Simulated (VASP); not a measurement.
Write the native input for VASP 6.6.1 that does the following.

```
Task                   : single point
Functional             : PBEsol
Potentials or basis    : VASP PAW PBE potentials, release 64 (Sn_d, Se)
Cutoff                 : 520 eV
k mesh                 : 8 × 8 × 8
Occupations            : fermi-dirac, width 0.05 eV
Spin                   : no spin polarisation
Dipole correction      : no
Further INCAR settings : ALGO = Normal; EDIFF = 1e-06; NBANDS = 17
```

The structure of SnSe lies in POSCAR:

```
SnSe
1.0
    0.0000000000      3.0690345955      3.0690345955
    3.0690345955      0.0000000000      3.0690345955
    3.0690345955      3.0690345955      0.0000000000
Sn Se
1 1
Direct
    0.0000000000      0.0000000000      0.0000000000
    0.5000000000      0.5000000000      0.5000000000
```

The input as run:

INCAR

```
PREC = Accurate
ENCUT = 520
EDIFF = 1E-6
ISMEAR = -1
SIGMA = 0.05
LREAL = F
LASPH = T
NELM = 100
ALGO = Normal
ISIF = 2
LWAVE = F
LCHARG = F
GGA = PS
NBANDS = 17
```

KPOINTS

```
regular mesh
0
Gamma
  8 8 8
```

Potentials or basis: VASP PAW PBE potentials, release 64 (Sn_d, Se).

The run is started by

```bash
$ cat potpaw_PBE.64/Sn_d/POTCAR potpaw_PBE.64/Se/POTCAR > POTCAR
$ mpirun -np 1 vasp_std > vasp.out
```

Results of the run:

| Quantity | Value |
| --- | --- |
| Pressure | -4.4 GPa |
| Band gap on the k mesh | 0.41 eV, direct |

Caveat: the PAW data sets were made with another functional, which shifts forces and pressure a little; spin-orbit coupling is left out, which moves the levels of the heavy elements.

Wall time 13 s on 1 thread of AMD EPYC 9R45 (Zen 5), with other jobs on the host, peak memory 0.16 GiB.
